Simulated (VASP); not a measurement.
# CaSe (F-43m) in VASP: further runs

CaSe is run at these levels: PBE, PBE0, PBE-based global hybrid, HSE06; tasks: single point.

Program: VASP 6.6.1. These are calculated values, not measurements. Logs are shortened: lines on timing, memory, paths and dates and some standing lists are left out, and cuts for length are marked.

## (1) The cell of the first run

It takes space group F-43m (No. 216, cubic). Conventional cell: a = 6.559 Å, b = 6.559 Å, c = 6.559 Å, α = 90.00°, β = 90.00°, γ = 90.00°. Ca (site symmetry -43m) has 4 Se at 2.84 Å within 3.7 Å. Se (site symmetry -43m) has 4 Ca at 2.84 Å within 3.7 Å.

## (2) Single point, PBE

INCAR

```
ALGO = Normal
EDIFF = 1E-7
ENCUT = 520
GGA = PE
ISIF = 2
ISMEAR = 0
ISYM = 0
LASPH = True
LCHARG = True
LELF = True
LREAL = False
LVHAR = True
LWAVE = False
NBANDS = 15
NELM = 100
PREC = Accurate
SIGMA = 0.01
```

KPOINTS

```
k-points
0
Gamma
  4 4 4
```

POSCAR

```
CaSe
1.0
    0.0000000000      3.2795613661      3.2795613661
    3.2795613661      0.0000000000      3.2795613661
    3.2795613661      3.2795613661      0.0000000000
Ca Se
1 1
Direct
    0.0000000000      0.0000000000      0.0000000000
    0.2500000000      0.2500000000      0.2500000000
```

Potentials or basis: VASP PAW PBE potentials, release 64 (Ca_sv, Se).

Command:

```console
$ cat potpaw_PBE.64/Ca_sv/POTCAR potpaw_PBE.64/Se/POTCAR > POTCAR
$ mpirun -np 1 vasp_std > vasp.out
```

OUTCAR:

```text
EDIFF = 1E-7
   ENCUT = 520
   GGA = PE
   ISIF = 2
   ISMEAR = 0
   ISYM = 0
   LASPH = True
   LREAL = False
   NELM = 100
   PREC = Accurate

 ion  position               nearest neighbor table
   1  0.000  0.000  0.000-   2 2.84   2 2.84   2 2.84   2 2.84
   2  0.250  0.250  0.250-   1 2.84   1 2.84   1 2.84   1 2.84

IMPORTANT INFORMATION: All symmetrisations will be switched off!
NOSYMM: (Re-)initialisation of all symmetry stuff for point group C_1.

----------------------------------------------------------------------------------------

                                     Primitive cell

  volume of cell :      70.5468

  direct lattice vectors                    reciprocal lattice vectors
     0.000000000  3.279561366  3.279561366    -0.152459413  0.152459413  0.152459413
     3.279561366  0.000000000  3.279561366     0.152459413 -0.152459413  0.152459413
     3.279561366  3.279561366  0.000000000     0.152459413  0.152459413 -0.152459413

  length of vectors
     4.638000163  4.638000163  4.638000163     0.264067449  0.264067449  0.264067449

  position of ions in fractional coordinates (direct lattice)
     0.000000000  0.000000000  0.000000000
     0.250000000  0.250000000  0.250000000

  ion indices of the primitive-cell ions
   primitive index   ion index
                 1           1
                 2           2

----------------------------------------------------------------------------------------

 KPOINTS: k-points

Automatic generation of k-mesh.
 Grid dimensions read from file:
 generate k-points for:    4    4    4

 Generating k-lattice:

  Cartesian coordinates                     Fractional coordinates (reciprocal lattice)
    -0.038114853  0.038114853  0.038114853     0.250000000  0.000000000  0.000000000
     0.038114853 -0.038114853  0.038114853     0.000000000  0.250000000  0.000000000
     0.038114853  0.038114853 -0.038114853     0.000000000  0.000000000  0.250000000

  Length of vectors
     0.066016862  0.066016862  0.066016862

  Shift w.r.t. Gamma in fractional coordinates (k-lattice)
     0.000000000  0.000000000  0.000000000

 Subroutine IBZKPT returns following result:
 ===========================================

 Found     36 irreducible k-points:

 Following reciprocal coordinates:
            Coordinates               Weight
  0.000000  0.000000  0.000000      1.000000
  0.250000  0.000000  0.000000      2.000000
  0.000000  0.250000  0.000000      2.000000
  0.000000  0.000000  0.250000      2.000000
  0.250000  0.250000  0.250000      2.000000
  0.500000  0.000000  0.000000      1.000000
[... 50 lines left out ...]
   EMIN   =  10.00;   EMAX   =-10.00  energy-range for DOS
   EFERMI =   0.00;   METHOD = LEGACY
   ISMEAR =     0;   SIGMA  =   0.01  broadening in eV -4-tet -1-fermi 0-gaus
   EFERMI_NEDOS =   21; number of points for ismear=-14 and -15
   IALGO  =     38    algorithm
   IMIX   =      4    mixing-type and parameters
     AMIX     =   0.40;   BMIX     =  1.00
     AMIX_MAG =   1.60;   BMIX_MAG =  1.00
  volume/ion in A,a.u.               =      35.27       238.04
  Fermi-wavevector in a.u.,A,eV,Ry     =   0.998364  1.886635 13.561354  0.996731
  Thomas-Fermi vector in A             =   2.130583
   LORBIT       =      0    0 simple, 1 ext, 2 COOP (PROOUT), +10 PAW based schemes
   GGA     = PE    functional components
   LHFCALC =     F    Hartree Fock is set to
   AEXX    =    0.0000 exact exchange contribution
   IVDW    =     0    specifies the selected vdW correction
   LEPSILON=     F    determine dielectric tensor
   LRPA    =     F    only Hartree local field effects (RPA)
 non-spin polarized calculation
 Gauss-broadening in eV      SIGMA  =   0.01
  energy-cutoff  :      520.00
  volume of cell :       70.55
 maximum number of plane-waves:      1924
 NGX is ok and might be reduce to    36
   NGX = 17   NGY = 17   NGZ = 17

 number of electron      16.0000003 magnetization

 Free energy of the ion-electron system (eV)
  ---------------------------------------------------
  ext. energy  EPLUGINS =         0.00000000
  ---------------------------------------------------
  free energy    TOTEN  =        -8.96647563 eV

  energy without entropy =       -8.96647563  energy(sigma->0) =       -8.96647563

 E-fermi :  -0.2036     XC(G=0):  -7.6202

 val. band max:       -0.2999854858   @ k =  -0.2500   0.2500   0.0000
 cond. band min:       2.9021445171   @ k =   0.0000   0.0000   0.0000
 fundamental gap:      3.2021300030
 Fermi energy:        -0.2036233477

 k-point     1 :       0.0000    0.0000    0.0000
  band No.  band energies     occupation
      1     -39.3599      2.00000
      2     -20.3771      2.00000
      3     -20.3771      2.00000
      4     -20.3771      2.00000
      5     -10.6295      2.00000
      6      -0.3976      2.00000
      7      -0.3976      2.00000
      8      -0.3976      2.00000
      9       2.9021      0.00000
     10       5.0777      0.00000
     11       5.0777      0.00000
     12       7.0960      0.00000
     13       7.0960      0.00000
     14       7.0960      0.00000
[... 401 lines left out ...]
      2     -20.4181      2.00000
      3     -20.3916      2.00000
      4     -20.3864      2.00000
      5     -10.3289      2.00000
      6      -1.3317      2.00000
      7      -0.6228      2.00000
      8      -0.3285      2.00000
      9       3.8190      0.00000
     10       4.8397      0.00000
     11       5.3838      0.00000
     12       6.1177      0.00000
     13       6.3684      0.00000
     14       6.9591      0.00000
     15       8.6350      0.00000

 [... further k-points ...]

------------------------ aborting loop because EDIFF is reached ----------------------------------------

  FORCE on cell =-STRESS in cart. coord.  units (eV):
  Direction    XX          YY          ZZ          XY          YZ          ZX
  --------------------------------------------------------------------------------------
  -------------------------------------------------------------------------------------
  Total        0.2456264      0.2456259      0.2456269      0.0000004     -0.0000000      0.0000007
  in kB        5.5783838      5.5783710      5.5783946      0.0000099     -0.0000000      0.0000157
  external PRESSURE =       5.5783831 kB  Pullay stress =       0.0000000 kB

 VOLUME and BASIS-vectors are now :
 -----------------------------------------------------------------------------
  energy-cutoff  :      520.00
  volume of cell :       70.55
      direct lattice vectors                 reciprocal lattice vectors
     0.000000000  3.279561366  3.279561366    -0.152459413  0.152459413  0.152459413
     3.279561366  0.000000000  3.279561366     0.152459413 -0.152459413  0.152459413
     3.279561366  3.279561366  0.000000000     0.152459413  0.152459413 -0.152459413

 POSITION                                       TOTAL-FORCE (eV/Angst)
 -----------------------------------------------------------------------------------
      0.00000      0.00000      0.00000        -0.000000     -0.000001      0.000000
      1.63978      1.63978      1.63978         0.000000      0.000001     -0.000000
 -----------------------------------------------------------------------------------
    total drift:                               -0.000001      0.000001     -0.000002

  FREE ENERGIE OF THE ION-ELECTRON SYSTEM (eV)
  ---------------------------------------------------
  free  energy   TOTEN  =        -8.9664756275 eV

  energy  without entropy=       -8.9664756275  energy(sigma->0) =       -8.96647563
```

OSZICAR:

```text
N       E                     dE             d eps       ncg     rms          rms(c)
DAV:   1     0.106389947922E+03    0.10639E+03   -0.71745E+03  1080   0.939E+02
DAV:   2    -0.373521522938E+01   -0.11013E+03   -0.10443E+03  1318   0.228E+02
DAV:   3    -0.898292460943E+01   -0.52477E+01   -0.51961E+01  1494   0.477E+01
DAV:   4    -0.939387941528E+01   -0.41095E+00   -0.41067E+00  1577   0.102E+01
DAV:   5    -0.939734563876E+01   -0.34662E-02   -0.34661E-02  1459   0.112E+00    0.437E+00
DAV:   6    -0.899623939603E+01    0.40111E+00   -0.53780E-01  1157   0.314E+00    0.253E+00
DAV:   7    -0.895268097659E+01    0.43558E-01   -0.22482E-01  1427   0.245E+00    0.103E+00
DAV:   8    -0.896508138302E+01   -0.12400E-01   -0.27903E-02  1248   0.128E+00    0.196E-01
DAV:   9    -0.896545345008E+01   -0.37207E-03   -0.24556E-03  1451   0.419E-01    0.105E-01
DAV:  10    -0.896631716115E+01   -0.86371E-03   -0.76832E-04  1129   0.156E-01    0.289E-02
DAV:  11    -0.896647292387E+01   -0.15576E-03   -0.25389E-04  1388   0.100E-01    0.134E-02
DAV:  12    -0.896647218279E+01    0.74108E-06   -0.12518E-05  1353   0.215E-02    0.359E-03
DAV:  13    -0.896647571625E+01   -0.35335E-05   -0.81625E-06  1395   0.132E-02    0.316E-03
DAV:  14    -0.896647562746E+01    0.88799E-07   -0.30858E-07  1460   0.285E-03
   1 F= -.89664756E+01 E0= -.89664756E+01  d E =-.497984E-43
```

Run time: 35 s. Hardware: 1 thread of Intel Xeon Platinum 8259CL at 2.50GHz (Skylake/Cascade Lake), shared host; peak memory 0.22 GiB.

Results:

| Item | Value |
| --- | --- |
| Free energy | -8.9665 eV |
| Pressure | 0.6 GPa |
| Band gap on the k mesh | 3.20 eV, indirect (least direct gap 3.30 eV) |

A k mesh can miss the band edges. A hybrid or GW would open this gap; PBE tends to underestimate it.

## (3) Single point, PBE0

POSCAR is that of step 2.

INCAR.step1

```
SYSTEM = CaSe
  ALGO = Normal
  EDIFF = 1E-5
  ENCUT = 520
  GGA = PE
  ISIF = 2
  ISMEAR = 0
  LASPH = .True.
  LREAL = .False.
  LWAVE = .True.
  NBANDS = 15
  NELM = 60
  PREC = Accurate
  SIGMA = 0.01
```

INCAR.step2

```
SYSTEM = CaSe
  AEXX = 0.25
  ALGO = Normal
  EDIFF = 1E-7
  ENCUT = 520
  GGA = PE
  ISIF = 2
  ISMEAR = 0
  ISTART = 1
  LASPH = .True.
  LCHARG = .True.
  LELF = .True.
  LHFCALC = .True.
  LREAL = .False.
  LVHAR = .True.
  LWAVE = .False.
  NBANDS = 15
  NELM = 60
  PREC = Accurate
  PRECFOCK = Normal
  SIGMA = 0.01
```

KPOINTS

```
k-points
0
Gamma
  4 4 4
  0 0 0
```

Potentials or basis: VASP PAW PBE potentials, release 64 (Ca_sv, Se).

Command:

```console
$ cat potpaw_PBE.64/Ca_sv/POTCAR potpaw_PBE.64/Se/POTCAR > POTCAR
$ cp INCAR.step1 INCAR
$ mpirun -np 1 vasp_std > vasp.out
$ cp INCAR.step2 INCAR
$ mpirun -np 1 vasp_std > vasp.out
```

OUTCAR:

```text
SYSTEM = CaSe
   AEXX = 0.25
   EDIFF = 1E-7
   ENCUT = 520
   GGA = PE
   ISIF = 2
   ISMEAR = 0
   ISTART = 1
   LASPH = .True.
   LHFCALC = .True.
   LREAL = .False.
   NELM = 60
   PREC = Accurate
   PRECFOCK = Normal

 ion  position               nearest neighbor table
   1  0.000  0.000  0.000-   2 2.84   2 2.84   2 2.84   2 2.84
   2  0.250  0.250  0.250-   1 2.84   1 2.84   1 2.84   1 2.84

  LATTYP: Found a face centered cubic cell.
 ALAT       =     6.5591227322

  Lattice vectors:

 A1 = (   0.0000000000,   3.2795613661,   3.2795613661)
 A2 = (   3.2795613661,   0.0000000000,   3.2795613661)
 A3 = (   3.2795613661,   3.2795613661,   0.0000000000)

Analysis of symmetry for initial positions (statically):
=====================================================================
 Subroutine PRICEL returns:
 Original cell was already a primitive cell.

 Routine SETGRP: Setting up the symmetry group for a
 face centered cubic supercell.

 Subroutine GETGRP returns: Found 24 space group operations
 (whereof 24 operations were pure point group operations)
 out of a pool of 48 trial point group operations.

The static configuration has the point symmetry T_d .
[... 166 lines left out ...]
      5     -12.6775      2.00000
      6      -1.4161      2.00000
      7      -1.4161      2.00000
      8      -1.4161      2.00000
      9       3.4518      0.00000
     10       6.2917      0.00000
     11       6.2917      0.00000
     12       8.4011      0.00000
     13       8.4011      0.00000
     14       8.4011      0.00000
[... 113 lines left out ...]
      2     -23.0174      2.00000
      3     -22.9906      2.00000
      4     -22.9844      2.00000
      5     -12.2766      2.00000
      6      -2.1388      2.00000
      7      -2.1155      2.00000
      8      -1.4831      2.00000
      9       4.2275      0.00000
     10       5.7126      0.00000
     11       6.8933      0.00000
     12       7.1755      0.00000
     13       7.9514      0.00000
     14       9.4457      0.00000
     15       9.9130      0.00000

------------------------ aborting loop because EDIFF is reached ----------------------------------------

  FORCE on cell =-STRESS in cart. coord.  units (eV):
  Direction    XX          YY          ZZ          XY          YZ          ZX
  --------------------------------------------------------------------------------------
  -------------------------------------------------------------------------------------
  Total        0.1060010      0.1060010      0.1060010     -0.0000000      0.0000000     -0.0000000
  in kB        2.4073719      2.4073719      2.4073719     -0.0000000      0.0000000     -0.0000000
  external PRESSURE =       2.4073719 kB  Pullay stress =       0.0000000 kB

 VOLUME and BASIS-vectors are now :
 -----------------------------------------------------------------------------
  energy-cutoff  :      520.00
  volume of cell :       70.55
      direct lattice vectors                 reciprocal lattice vectors
     0.000000000  3.279561366  3.279561366    -0.152459413  0.152459413  0.152459413
     3.279561366  0.000000000  3.279561366     0.152459413 -0.152459413  0.152459413
     3.279561366  3.279561366  0.000000000     0.152459413  0.152459413 -0.152459413

 POSITION                                       TOTAL-FORCE (eV/Angst)
 -----------------------------------------------------------------------------------
      0.00000      0.00000      0.00000        -0.000000     -0.000000     -0.000000
      1.63978      1.63978      1.63978         0.000000      0.000000      0.000000
 -----------------------------------------------------------------------------------
    total drift:                                0.000000      0.000000      0.000000

  FREE ENERGIE OF THE ION-ELECTRON SYSTEM (eV)
  ---------------------------------------------------
  free  energy   TOTEN  =       -10.6847093996 eV

  energy  without entropy=      -10.6847093996  energy(sigma->0) =      -10.68470940
```

OUTCAR.step1:

```text
SYSTEM = CaSe
   EDIFF = 1E-5
   ENCUT = 520
   GGA = PE
   ISIF = 2
   ISMEAR = 0
[... 348 lines left out ...]
      0.00000      0.00000      0.00000         0.000000      0.000000      0.000000
      1.63978      1.63978      1.63978        -0.000000     -0.000000     -0.000000
 -----------------------------------------------------------------------------------
    total drift:                                0.000000      0.000000      0.000000

  FREE ENERGIE OF THE ION-ELECTRON SYSTEM (eV)
  ---------------------------------------------------
  free  energy   TOTEN  =        -8.9664721255 eV

  energy  without entropy=       -8.9664721255  energy(sigma->0) =       -8.96647213
```

Wall time 14 min (1 thread of Intel Xeon Platinum 8259CL at 2.50GHz (Skylake/Cascade Lake), shared host); peak memory 0.22 GiB.

What came out:

```
Free energy            : -10.6847 eV
Pressure               : 0.2 GPa
Band gap on the k mesh : 4.78 eV, indirect (least direct gap 4.87 eV)
```

Caveat: the PAW data sets were made with another functional, which shifts forces and pressure a little.

[end of part 1 of 2]
